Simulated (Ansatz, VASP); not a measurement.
# LiH4BrO2 in VASP and in Ansatz

```
CELL_PARAMETERS angstrom
5.40610 0.00000 0.00000
2.69890 5.82412 0.00000
0.90440 2.71533 5.73390
ATOMIC_POSITIONS crystal
Li 0.30640 0.38535 0.48033
Li 0.69360 0.61465 0.51967
H 0.03122 0.86180 0.27785
H 0.96878 0.13820 0.72215
H 0.79651 0.34662 0.28165
H 0.20349 0.65338 0.71835
H 0.58486 0.61532 0.13142
H 0.41514 0.38468 0.86858
H 0.92654 0.76563 0.13429
H 0.07346 0.23437 0.86571
Br 0.24927 0.12358 0.22848
Br 0.75073 0.87642 0.77152
O 0.98427 0.72131 0.29385
O 0.01573 0.27869 0.70615
O 0.61682 0.47803 0.29001
O 0.38318 0.52197 0.70999
```

Change from the starting cell: x stretched by +2 %.

Alike in both runs: task electric field gradients; functional PBE; k mesh 5 × 4 × 4; occupations fermi-dirac, width 0.02 eV; no spin polarisation.

|  | VASP | Ansatz |
| --- | --- | --- |
| version | VASP 6.6.1 | Ansatz 0.2.0 |
| potentials or method | VASP PAW PBE potentials, release 64 (Li_sv, H, Br, O) | plane-wave PAW, scalar-relativistic |
| plane-wave cutoff (eV) | 520 | 420 |
| valence electrons in the cell | 52 | 52 |

```tsv
	VASP	Ansatz	Ansatz less VASP
gap on the k mesh at the Fermi level (eV)	4.42	4.42	+0.001
rms of the force components (eV/Å)	0.102	0.123	+0.0211
size of Vzz on the site where it differs most (V/Å²)	138.6	139.8	+1.29
```

Atom by atom the forces differ by 0.040 eV/Å (rms over components).

Noted on VASP's run: the cutoff is under 1.25 times that of the potentials, so the pressure is a little rough.
